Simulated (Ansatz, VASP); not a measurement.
# Li3Mg3B2N6 in VASP and in Ansatz

INCAR

```
  PREC = Accurate
  ENCUT = 520
  EDIFF = 1E-7
  ISMEAR = 0
  SIGMA = 0.05
  LREAL = False
  LASPH = True
  NELM = 60
  ALGO = Fast
  ISIF = 2
  LWAVE = False
  LCHARG = False
  LDIPOL = True
  IDIPOL = 3
  DIPOL = 0.5 0.5 0.500
  GGA = PS
  NBANDS = 38
```

The input KPOINTS:

```
Automatic mesh
0
Gamma
  3 3 1
```

File POSCAR:

```
Li3Mg3B2N6
1.0
    3.7791680991      0.0000000000      0.0000000000
    0.0000000000      3.7791680991      0.0000000000
    0.0000000000      0.0000000000     25.5870566249
N Li Mg B
6 3 3 2
Direct
    0.5000000000      0.5000000000      0.2931169501
    0.0000000000      0.0000000000      0.3610739756
    0.0000000000      0.0000000000      0.4660214873
    0.5000000000      0.5000000000      0.5339785127
    0.5000000000      0.5000000000      0.6389260244
    0.0000000000      0.0000000000      0.7068830499
    0.0000000000      0.5000000000      0.3270954628
    0.5000000000      0.0000000000      0.5000000000
    0.0000000000      0.5000000000      0.6729045372
    0.5000000000      0.0000000000      0.3270954628
    0.0000000000      0.5000000000      0.5000000000
    0.5000000000      0.0000000000      0.6729045372
    0.0000000000      0.0000000000      0.4135477314
    0.5000000000      0.5000000000      0.5864522686
```

Input for Ansatz:

```yaml
crystal:
  lattice:
    - [3.7791680991, 0.0, 0.0]
    - [0.0, 3.7791680991, 0.0]
    - [0.0, 0.0, 25.5870566249]
  atoms:
    - { symbol: "N", position: [0.5, 0.5, 0.2931169501] }
    - { symbol: Li, position: [0.0, 0.5, 0.3270954628] }
    - { symbol: Mg, position: [0.5, 0.0, 0.3270954628] }
    - { symbol: "N", position: [0.0, 0.0, 0.3610739756] }
    - { symbol: B, position: [0.0, 0.0, 0.4135477314] }
    - { symbol: "N", position: [0.0, 0.0, 0.4660214873] }
    - { symbol: Li, position: [0.5, 0.0, 0.5] }
    - { symbol: Mg, position: [0.0, 0.5, 0.5] }
    - { symbol: "N", position: [0.5, 0.5, 0.5339785127] }
    - { symbol: B, position: [0.5, 0.5, 0.5864522686] }
    - { symbol: "N", position: [0.5, 0.5, 0.6389260244] }
    - { symbol: Li, position: [0.0, 0.5, 0.6729045372] }
    - { symbol: Mg, position: [0.5, 0.0, 0.6729045372] }
    - { symbol: "N", position: [0.0, 0.0, 0.7068830499] }
basis:
  ecutwfc: 420
kpoints:
  mp_grid: { grid: [3, 3, 1] }
hamiltonian:
  xc: pbesol
scf:
  occupations: { method: gaussian, width: 0.05 }
output:
  forces: true
  stress: true
  eigenvalues: true
efield:
  axis: 3
  dipole_correction: true
  ramp_width: 0.04
```

Alike in both runs: task single point; functional PBEsol; k mesh 3 × 3 × 1; occupations gaussian, width 0.05 eV; no spin polarisation.

```csv
,VASP,Ansatz
version,VASP 6.6.1,Ansatz 0.2.0
potentials or method,"VASP PAW PBE potentials, release 64 (N, Li_sv, Mg, B), cutoff 520 eV","scalar-relativistic, plane waves, PAW"
valence electrons in the cell,51,75
```

```csv
,VASP,Ansatz,Ansatz less VASP
gap on the k mesh at the Fermi level (eV),none,none,-
rms of the force components (eV/Å),0.447,0.446,-0.0009
```

VASP's potentials were made for PBE, not for PBEsol. A gap of «none» marks a metal or a gap that the smearing closes. VASP's potentials hold 51 valence electrons a cell and Ansatz's 75, so a difference there can come from the potentials and not from the codes.

The k mesh is coarse, so the values compare programs but aren't converged. Noted on VASP's run: the cutoff is under 1.25 times that of the potentials, so the pressure is a little rough.
